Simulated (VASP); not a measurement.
A run of VASP 6.6.1:

Contents of INCAR:

```
PREC = Accurate
ENCUT = 520
EDIFF = 1E-7
ISMEAR = 0
SIGMA = 0.1
LREAL = F
LASPH = T
NELM = 60
ALGO = Normal
ISIF = 2
LWAVE = F
LCHARG = F
LDIPOL = T
IDIPOL = 3
DIPOL = 0.5 0.5 0.503
GGA = PE
NBANDS = 35
ISYM = 0
```

KPOINTS

```
regular mesh
0
Gamma
  9 5 1
```

POSCAR

```
MoS2
1.0
    3.1925845544      0.0000000000      0.0000000000
   -1.5962922772      6.7935280079      0.0000000000
    0.0000000000      0.0000000000     18.1356909304
S Mo
4 2
Direct
    0.9028916960      0.8057833920      0.3859792289
    0.1523203809      0.3046407619      0.4629761312
    0.4266283358      0.8528921034      0.5314306430
    0.6065987334      0.2130360192      0.6486808017
    0.5276060385      0.0552120770      0.4244776800
    0.0514810311      0.1025175806      0.5623849823
```

Potentials or basis: VASP PAW PBE potentials, release 64 (S, Mo_sv).

The run is started by

```console
$ cat potpaw_PBE.64/S/POTCAR potpaw_PBE.64/Mo_sv/POTCAR > POTCAR
$ mpirun -np 1 vasp_std > vasp.out
```

Hardware: 1 thread of Intel(R) Xeon(R) 6975P-C (Granite Rapids) (shared host).

Question: How long does it take, and how much memory?

Answer: Wall time 11 min on 1 thread of Intel(R) Xeon(R) 6975P-C (Granite Rapids), with other jobs on the host, peak memory 0.55 GiB. Counts: scf iterations 31, k points 23.
